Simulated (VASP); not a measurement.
Write the native input for VASP 6.6.1 that does the following.

```yaml
Task: single point
Functional: PBE
Potentials_or_basis: VASP PAW PBE potentials, release 64 (Si)
Cutoff: 520 eV
k_mesh: 8 × 8 × 6
Occupations: gaussian, width 0.05 eV
Spin: no spin polarisation
Dipole_correction: no
Further_INCAR_settings: ALGO = Normal; EDIFF = 1e-06; NBANDS = 16
```

The structure of Si lies in POSCAR:

```
Si
1.0
    0.0000000000     -2.6663917402     -2.6663917402
    0.0000000000      2.6663917402     -2.6663917402
    5.3327834804      0.0000000000      0.0000000000
Si
4
Direct
    0.5019786387      0.5072861443      0.0000000000
   -0.0019786387     -0.0072861443      0.5000000000
    1.0019786387      0.4927138557      0.2500000000
    0.4980213613      0.0072861443      0.7500000000
```

This cell differs from its parent crystal: atoms displaced along a vibrational mode, the cell strained.

One way to write it, as run:

INCAR

```
SYSTEM = Si
PREC = Accurate
ENCUT = 520
EDIFF = 1E-6
ISMEAR = 0
SIGMA = 0.05
LREAL = .FALSE.
LASPH = .TRUE.
NELM = 80
ALGO = Normal
ISIF = 2
LWAVE = .FALSE.
LCHARG = .FALSE.
GGA = PE
NBANDS = 16
```

KPOINTS

```
regular mesh
0
G
  8 8 6
  0 0 0
```

Potentials or basis: VASP PAW PBE potentials, release 64 (Si).

Command:

```sh
$ cat potpaw_PBE.64/Si/POTCAR > POTCAR
$ mpirun -np 1 vasp_std > vasp.out
```

Results of the run:

```yaml
Pressure: 7.8 GPa
Largest_force: 0.042 eV/Å
Band_gap_on_the_k_mesh: 0.47 eV
```

Caveat: the cell differs from its parent crystal (atoms displaced along a vibrational mode, the cell strained); the cell stands under pressure.

Wall time 33 s on 1 thread of Intel(R) Xeon(R) 6975P-C (Granite Rapids) (shared host), peak memory 0.23 GiB.
